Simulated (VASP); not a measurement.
# N (P6_3/mmc) in VASP: notebook

Runs on N. Level: PBEsol. Tasks: single point.

All numbers are computed with VASP 6.6.1; they aren't measurements. Logs are shortened: lines on timing, memory, paths and dates and some standing lists are left out, and cuts for length are marked.

## (1) The cell of the first run

Symmetry: P6_3/mmc, No. 194, hexagonal system. The conventional cell has a = 3.834 Å, b = 3.834 Å, c = 7.006 Å, α = 90.00°, β = 90.00°, γ = 120.00°. N (site symmetry 3m) has 1 N at 1.11 Å within 1.5 Å.

## (2) Single point, PBEsol (strain -0.080 along x and y, +0.000 along z)

INCAR reads:

```
SYSTEM = N
  PREC = Accurate
  ENCUT = 520
  EDIFF = 1E-7
  ISMEAR = 0
  SIGMA = 0.05
  LREAL = .False.
  LASPH = .True.
  NELM = 100
  ALGO = Normal
  ISIF = 2
  LWAVE = .False.
  LCHARG = .False.
  GGA = PS
  NBANDS = 18
```

KPOINTS reads:

```
regular mesh
0
Gamma
  6 6 4
  0 0 0
```

POSCAR reads:

```
N
1.0
    3.8338541858      0.0000000000      0.0000000000
   -1.9169270929      3.3202151193      0.0000000000
    0.0000000000      0.0000000000      7.0060035100
N
4
Direct
    0.3333333333      0.6666666667      0.3289300400
    0.3333333333      0.6666666667      0.1710699600
    0.6666666667      0.3333333333      0.8289300400
    0.6666666667      0.3333333333      0.6710699600
```

Potentials or basis: VASP PAW PBE potentials, release 64 (N).

Started as:

```sh
$ cat potpaw_PBE.64/N/POTCAR > POTCAR
$ mpirun -np 1 vasp_std > vasp.out
```

OUTCAR:

```text
SYSTEM = N
   PREC = Accurate
   ENCUT = 520
   EDIFF = 1E-7
   ISMEAR = 0
   LREAL = .False.
   LASPH = .True.
   NELM = 100
   ISIF = 2
   GGA = PS

 ion  position               nearest neighbor table
   1  0.333  0.667  0.329-   2 1.11
   2  0.333  0.667  0.171-   1 1.11
   3  0.667  0.333  0.829-   4 1.11
   4  0.667  0.333  0.671-   3 1.11

  LATTYP: Found a hexagonal cell.
 ALAT       =     3.8338541858
 C/A-ratio  =     1.8274047917

  Lattice vectors:

 A1 = (   3.8338541858,   0.0000000000,   0.0000000000)
 A2 = (  -1.9169270929,   3.3202151193,   0.0000000000)
 A3 = (   0.0000000000,   0.0000000000,   7.0060035100)

Analysis of symmetry for initial positions (statically):
[... 10 lines left out ...]

The static configuration has the point symmetry D_3d.
 The point group associated with its full space group is D_6h.

Analysis of symmetry for dynamics (positions and initial velocities):
[... 10 lines left out ...]

The dynamic configuration has the point symmetry D_3d.
 The point group associated with its full space group is D_6h.

 Subroutine INISYM returns: Found 24 space group operations
[... 5 lines left out ...]
                                     Primitive cell

  volume of cell :      89.1810

  direct lattice vectors                    reciprocal lattice vectors
     3.833854186  0.000000000  0.000000000     0.260834124  0.150592652  0.000000000
    -1.916927093  3.320215119  0.000000000     0.000000000  0.301185304  0.000000000
     0.000000000  0.000000000  7.006003510     0.000000000  0.000000000  0.142734727

  length of vectors
     3.833854186  3.833854186  7.006003510     0.301185304  0.301185304  0.142734727

  position of ions in fractional coordinates (direct lattice)
     0.333333333  0.666666667  0.328930040
     0.333333333  0.666666667  0.171069960
     0.666666667  0.333333333  0.828930040
     0.666666667  0.333333333  0.671069960

  ion indices of the primitive-cell ions
   primitive index   ion index
                 1           1
                 2           2
                 3           3
                 4           4

----------------------------------------------------------------------------------------

 KPOINTS: regular mesh

Automatic generation of k-mesh.
 Grid dimensions read from file:
 generate k-points for:    6    6    4

 Generating k-lattice:

  Cartesian coordinates                     Fractional coordinates (reciprocal lattice)
     0.043472354  0.025098775  0.000000000     0.166666667  0.000000000  0.000000000
     0.000000000  0.050197551  0.000000000     0.000000000  0.166666667  0.000000000
     0.000000000  0.000000000  0.035683682     0.000000000  0.000000000  0.250000000

  Length of vectors
     0.050197551  0.050197551  0.035683682

  Shift w.r.t. Gamma in fractional coordinates (k-lattice)
     0.000000000  0.000000000  0.000000000

 Subroutine IBZKPT returns following result:
 ===========================================

 Found     21 irreducible k-points:

 Following reciprocal coordinates:
            Coordinates               Weight
  0.000000  0.000000  0.000000      1.000000
  0.166667 -0.000000  0.000000      6.000000
  0.333333  0.000000  0.000000      6.000000
  0.500000  0.000000  0.000000      3.000000
  0.166667  0.166667  0.000000      6.000000
  0.333333  0.166667  0.000000     12.000000
[... 13 lines left out ...]
  0.333333  0.166667  0.500000     12.000000
  0.333333  0.333333  0.500000      2.000000
   k-points           NKPTS =     21   k-points in BZ     NKDIM =     21   number of bands    NBANDS=     18
   number of dos      NEDOS =    301   number of ions     NIONS =      4
   total plane-waves  NPLWV =  48600
   dimension x,y,z NGX =    30 NGY =   30 NGZ =   54
   dimension x,y,z NGXF=    60 NGYF=   60 NGZF=  108
   ions per type =               4
   NGX,Y,Z   is equivalent  to a cutoff of  13.01, 13.01, 12.81 a.u.
   NGXF,Y,Z  is equivalent  to a cutoff of  26.02, 26.02, 25.63 a.u.
 SYSTEM =  N
   PREC   = accura    normal or accurate (medium, high low for compatibility)
   ISTART =      0    job   : 0-new  1-cont  2-samecut
   ICHARG =      2    charge: 1-file 2-atom 10-const
   ISPIN  =      1    spin polarized calculation?
   LNONCOLLINEAR =      F non collinear calculations
   LSORBIT =      F    spin-orbit coupling
   LASPH  =      T    aspherical Exc in radial PAW
   ENCUT  =  520.0 eV  38.22 Ry    6.18 a.u.   7.13  7.13 13.03*2*pi/ulx,y,z
   NELM   =    100;   NELMIN=  2; NELMDL= -5     # of ELM steps
   EDIFF  = 0.1E-06   stopping-criterion for ELM
   LREAL  =      F    real-space projection
   EDIFFG = 0.1E-05   stopping-criterion for IOM
   NSW    =      0    number of steps for IOM
   IBRION =     -1    ionic relax: 0-MD 1-quasi-New 2-CG
   NFREE  =      0    steps in history (QN), initial steepest desc. (CG)
   ISIF   =      2    stress and relaxation
   ISYM   =      2    0-nonsym 1-usesym 2-fastsym
   POTIM  = 0.5000    time-step for ionic-motion
   TEBEG  =    0.0;   TEEND  =   0.0 temperature during run
   PSTRESS=    0.0 pullay stress
   NELECT =      20.0000    total number of electrons
   NUPDOWN=      -1.0000    fix difference up-down
   EMIN   =  10.00;   EMAX   =-10.00  energy-range for DOS
   EFERMI =   0.00;   METHOD = LEGACY
   ISMEAR =     0;   SIGMA  =   0.05  broadening in eV -4-tet -1-fermi 0-gaus
   EFERMI_NEDOS =   21; number of points for ismear=-14 and -15
   IALGO  =     38    algorithm
   IMIX   =      4    mixing-type and parameters
     AMIX     =   0.40;   BMIX     =  1.00
     AMIX_MAG =   1.60;   BMIX_MAG =  1.00
  volume/ion in A,a.u.               =      22.30       150.46
  Fermi-wavevector in a.u.,A,eV,Ry     =   0.994628  1.879575 13.460043  0.989285
  Thomas-Fermi vector in A             =   2.126593
   LORBIT       =      0    0 simple, 1 ext, 2 COOP (PROOUT), +10 PAW based schemes
   GGA     = PS    functional components
   LHFCALC =     F    Hartree Fock is set to
   AEXX    =    0.0000 exact exchange contribution
   IVDW    =     0    specifies the selected vdW correction
   LEPSILON=     F    determine dielectric tensor
   LRPA    =     F    only Hartree local field effects (RPA)
 non-spin polarized calculation
 Gauss-broadening in eV      SIGMA  =   0.05
  energy-cutoff  :      520.00
  volume of cell :       89.18
 maximum number of plane-waves:      2436
 NGX is ok and might be reduce to    30
   NGX = 15   NGY = 15   NGZ = 27

 number of electron      20.0000005 magnetization

 Free energy of the ion-electron system (eV)
  ---------------------------------------------------
  ext. energy  EPLUGINS =         0.00000000
  ---------------------------------------------------
  free energy    TOTEN  =       -34.09955951 eV

  energy without entropy =      -34.09955951  energy(sigma->0) =      -34.09955951

 E-fermi :  -5.8385     XC(G=0):  -6.4772

 val. band max:       -6.0574329943   @ k =   0.0000   0.0000   0.0000
 cond. band min:       0.6844364962   @ k =   0.3333   0.3333   0.0000
 fundamental gap:      6.7418694905
 Fermi energy:        -5.8385425650

 k-point     1 :       0.0000    0.0000    0.0000
  band No.  band energies     occupation
      1     -24.7475      2.00000
      2     -24.7134      2.00000
      3     -10.4532      2.00000
      4      -9.4525      2.00000
      5      -7.8982      2.00000
      6      -7.8982      2.00000
[... 10 lines left out ...]
     17       6.8858      0.00000
     18      11.4448      0.00000

 k-point     2 :       0.1667   -0.0000    0.0000
  band No.  band energies     occupation
      1     -24.7366      2.00000
      2     -24.7066      2.00000
      3     -10.3663      2.00000
      4      -9.4813      2.00000
      5      -8.0683      2.00000
      6      -8.0016      2.00000
[... 10 lines left out ...]
     17       7.4196      0.00000
     18       9.7552      0.00000

 k-point     3 :       0.3333    0.0000    0.0000
  band No.  band energies     occupation
      1     -24.7134      2.00000
      2     -24.6941      2.00000
      3     -10.1534      2.00000
      4      -9.5760      2.00000
      5      -8.3473      2.00000
      6      -8.2223      2.00000
[... 10 lines left out ...]
     17       8.0307      0.00000
     18       8.6133      0.00000

 k-point     4 :       0.5000    0.0000    0.0000
  band No.  band energies     occupation
      1     -24.7002      2.00000
      2     -24.6897      2.00000
      3      -9.9933      2.00000
      4      -9.6757      2.00000
      5      -8.4555      2.00000
      6      -8.3262      2.00000
[... 10 lines left out ...]
     17       7.2690      0.00000
     18       8.4624      0.00000

 k-point     5 :       0.1667    0.1667    0.0000
  band No.  band energies     occupation
      1     -24.7195      2.00000
      2     -24.6970      2.00000
      3     -10.2148      2.00000
      4      -9.5443      2.00000
      5      -8.2592      2.00000
      6      -8.1647      2.00000
[... 10 lines left out ...]
     17       8.2670      0.00000
     18       8.5119      0.00000

 k-point     6 :       0.3333    0.1667    0.0000
  band No.  band energies     occupation
      1     -24.7004      2.00000
      2     -24.6894      2.00000
      3      -9.9989      2.00000
      4      -9.6696      2.00000
      5      -8.3921      2.00000
      6      -8.2750      2.00000
[... 10 lines left out ...]
     17       7.5296      0.00000
     18       8.7861      0.00000

 k-point     7 :       0.3333    0.3333    0.0000
  band No.  band energies     occupation
      1     -24.6905      2.00000
      2     -24.6905      2.00000
      3      -9.8187      2.00000
      4      -9.8187      2.00000
      5      -8.3221      2.00000
      6      -8.2404      2.00000
[... 10 lines left out ...]
     17       7.4747      0.00000
     18       8.8686      0.00000

 k-point     8 :       0.0000    0.0000    0.2500
  band No.  band energies     occupation
      1     -24.7425      2.00000
      2     -24.7183      2.00000
      3     -10.3472      2.00000
      4      -9.6672      2.00000
      5      -7.8836      2.00000
      6      -7.8836      2.00000
[... 10 lines left out ...]
     17       7.4472      0.00000
     18      10.3502      0.00000
[... 166 lines left out ...]
     17       9.1279      0.00000
     18       9.1279      0.00000

 k-point    17 :       0.3333    0.0000    0.5000
  band No.  band energies     occupation
      1     -24.7038      2.00000
      2     -24.7038      2.00000
      3      -9.9190      2.00000
      4      -9.9190      2.00000
      5      -8.2071      2.00000
      6      -8.2071      2.00000
[... 10 lines left out ...]
     17       8.3020      0.00000
     18       8.3020      0.00000

 k-point    18 :       0.5000    0.0000    0.5000
  band No.  band energies     occupation
      1     -24.6949      2.00000
      2     -24.6949      2.00000
      3      -9.8725      2.00000
      4      -9.8725      2.00000
      5      -8.3107      2.00000
      6      -8.3107      2.00000
[... 10 lines left out ...]
     17       7.1294      0.00000
     18       7.1294      0.00000

 k-point    19 :       0.1667    0.1667    0.5000
  band No.  band energies     occupation
      1     -24.7083      2.00000
      2     -24.7083      2.00000
      3      -9.9417      2.00000
      4      -9.9417      2.00000
      5      -8.1315      2.00000
      6      -8.1315      2.00000
[... 10 lines left out ...]
     17       8.8017      0.00000
     18       8.8017      0.00000

 k-point    20 :       0.3333    0.1667    0.5000
  band No.  band energies     occupation
      1     -24.6950      2.00000
      2     -24.6950      2.00000
      3      -9.8716      2.00000
      4      -9.8716      2.00000
      5      -8.2567      2.00000
      6      -8.2567      2.00000
[... 10 lines left out ...]
     17       7.6462      0.00000
     18       7.6462      0.00000

 k-point    21 :       0.3333    0.3333    0.5000
  band No.  band energies     occupation
      1     -24.6907      2.00000
      2     -24.6907      2.00000
      3      -9.8466      2.00000
      4      -9.8466      2.00000
      5      -8.1993      2.00000
      6      -8.1993      2.00000
[... 10 lines left out ...]
     17       7.2399      0.00000
     18       7.2399      0.00000

------------------------ aborting loop because EDIFF is reached ----------------------------------------

  FORCE on cell =-STRESS in cart. coord.  units (eV):
  Direction    XX          YY          ZZ          XY          YZ          ZX
  --------------------------------------------------------------------------------------
  -------------------------------------------------------------------------------------
  Total        0.1538733      0.1538733      2.1335477      0.0000000     -0.0000000      0.0000000
  in kB        2.7644043      2.7644043     38.3301729      0.0000000     -0.0000000      0.0000000
  external PRESSURE =      14.6196605 kB  Pullay stress =       0.0000000 kB

 VOLUME and BASIS-vectors are now :
 -----------------------------------------------------------------------------
  energy-cutoff  :      520.00
  volume of cell :       89.18
      direct lattice vectors                 reciprocal lattice vectors
     3.833854186  0.000000000  0.000000000     0.260834124  0.150592652  0.000000000
    -1.916927093  3.320215119  0.000000000     0.000000000  0.301185304  0.000000000
     0.000000000  0.000000000  7.006003510     0.000000000  0.000000000  0.142734727

 POSITION                                       TOTAL-FORCE (eV/Angst)
 -----------------------------------------------------------------------------------
     -0.00000      2.21348      2.30449         0.000000     -0.000000      0.887183
     -0.00000      2.21348      1.19852         0.000000     -0.000000     -0.887183
      1.91693      1.10674      5.80749        -0.000000      0.000000      0.887183
      1.91693      1.10674      4.70152        -0.000000      0.000000     -0.887183
 -----------------------------------------------------------------------------------
    total drift:                               -0.000000      0.000000     -0.000000

  FREE ENERGIE OF THE ION-ELECTRON SYSTEM (eV)
  ---------------------------------------------------
  free  energy   TOTEN  =       -34.0995595105 eV

  energy  without entropy=      -34.0995595105  energy(sigma->0) =      -34.09955951
```

It took 16 s on 1 thread of AMD EPYC 9R45 (Zen 5), shared host; peak memory 0.17 GiB.

What came out:

```yaml
Free_energy: -34.0996 eV
Pressure: 1.5 GPa
Largest_force: 0.887 eV/Å
Band_gap_on_the_k_mesh: 6.74 eV, indirect (least direct gap 7.01 eV)
```

Forces in eV/Å, atoms in the order of the input:
```
N    0.000  0.000  0.887
N    0.000  0.000 -0.887
N    0.000  0.000  0.887
N    0.000  0.000 -0.887
```

Stress tensor (GPa, compression positive):
```
0.28 0.00 0.00
0.00 0.28 0.00
0.00 0.00 3.83
```

Caveat: the cell differs from its parent crystal (strain -0.080 along x and y, +0.000 along z); the standard files for N, O and F lose accuracy on very short bonds; the PAW data sets were made with another functional, which shifts forces and pressure a little.

## (3) Single point, PBEsol (strain -0.040 along x and y, -0.080 along z)

INCAR reads:

```
PREC = Accurate
ENCUT = 520
EDIFF = 1E-7
ISMEAR = 0
SIGMA = 0.05
LREAL = F
LASPH = T
NELM = 100
ALGO = Normal
ISIF = 2
LWAVE = F
LCHARG = F
GGA = PS
NBANDS = 18
```

KPOINTS reads:

```
regular mesh
0
Gamma
  6 6 4
```

POSCAR reads:

```
N
1.0
    4.0005434982      0.0000000000      0.0000000000
   -2.0002717491      3.4645722984      0.0000000000
    0.0000000000      0.0000000000      6.4455232292
N
4
Direct
    0.3333333333      0.6666666667      0.3289300400
    0.3333333333      0.6666666667      0.1710699600
    0.6666666667      0.3333333333      0.8289300400
    0.6666666667      0.3333333333      0.6710699600
```

Potentials or basis: VASP PAW PBE potentials, release 64 (N).

Started as:

```sh
$ cat potpaw_PBE.64/N/POTCAR > POTCAR
$ mpirun -np 1 vasp_std > vasp.out
```

Run time: 14 s. Hardware: 1 thread of AMD EPYC 9R45 (Zen 5), shared host; peak memory 0.15 GiB.

Results (log left out):

```yaml
Free_energy: -32.3671 eV
Pressure: 25.1 GPa
Largest_force: 20.635 eV/Å
Band_gap_on_the_k_mesh: 7.55 eV, indirect (least direct gap 8.03 eV)
```

Forces on the atoms (eV/Å):
```
N     0.000   0.000  20.635
N     0.000   0.000 -20.635
N     0.000   0.000  20.635
N     0.000   0.000 -20.635
```

Stress tensor (GPa, compression positive):
```
 0.08  0.00  0.00
 0.00  0.08  0.00
 0.00  0.00 75.19
```

Levels at points of the mesh, in eV from the valence-band top:
```csv
k point,band 6,band 7,band 8,band 9,band 10,band 11,band 12,band 13,band 14,band 15
"(0.00, 0.00, 0.00)",-2.70,-2.69,-2.69,-1.59,0.00,8.62,8.62,9.37,9.37,10.40
"(0.50, 0.00, 0.00)",-3.03,-2.94,-2.71,-0.83,-0.33,7.76,8.21,8.86,9.55,11.46
"(0.00, 0.00, 0.50)",-2.76,-2.76,-2.76,-0.63,-0.63,8.97,8.97,8.97,8.97,10.48
"(0.50, 0.00, 0.50)",-2.85,-2.83,-2.83,-0.63,-0.63,8.27,8.27,8.82,8.82,12.51
```

Caveat: the cell differs from its parent crystal (strain -0.040 along x and y, -0.080 along z); the standard files for N, O and F lose accuracy on very short bonds; the PAW data sets were made with another functional, which shifts forces and pressure a little.

[end of part 1 of 2]
